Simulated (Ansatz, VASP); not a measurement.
# In4Sb3As in VASP and in Ansatz

```
In Sb As
1.0
     4.64135    0.00000    0.00000
     0.00000    4.64135    0.00000
     0.00000    0.00000   12.89301
In Sb As
4 3 1
Direct
  0.50000 0.00000 0.87063
  0.00000 0.50000 0.12937
  0.50000 0.00000 0.38750
  0.00000 0.50000 0.61250
  0.00000 0.00000 0.74169
  0.50000 0.50000 0.00000
  0.00000 0.00000 0.25831
  0.50000 0.50000 0.50000
```

Alike in both runs: functional PBE; k mesh 4 × 4 × 2; occupations gaussian, width 0.1 eV; no spin polarisation.

Ansatz relaxed the structure, and its values are those at the end. VASP's run is a single point on that final structure, the one shown.

|  | VASP | Ansatz |
| --- | --- | --- |
| version | VASP 6.6.1 | Ansatz 0.2.0 |
| potentials or method | VASP PAW PBE potentials, release 64 (In_d, Sb, As), cutoff 520 eV | scalar-relativistic, plane waves, PAW |
| valence electrons in the cell | 72 | 112 |

```tsv
	VASP	Ansatz	Ansatz less VASP
gap on the k mesh at the Fermi level (eV)	none	none	-
pressure (GPa)	0.1	0.1	+0.01
```

A gap of «none» marks a metal or a gap that the smearing closes. VASP's potentials hold 72 valence electrons a cell and Ansatz's 112, so a difference there can come from the potentials and not from the codes.

Spin-orbit coupling is off throughout.
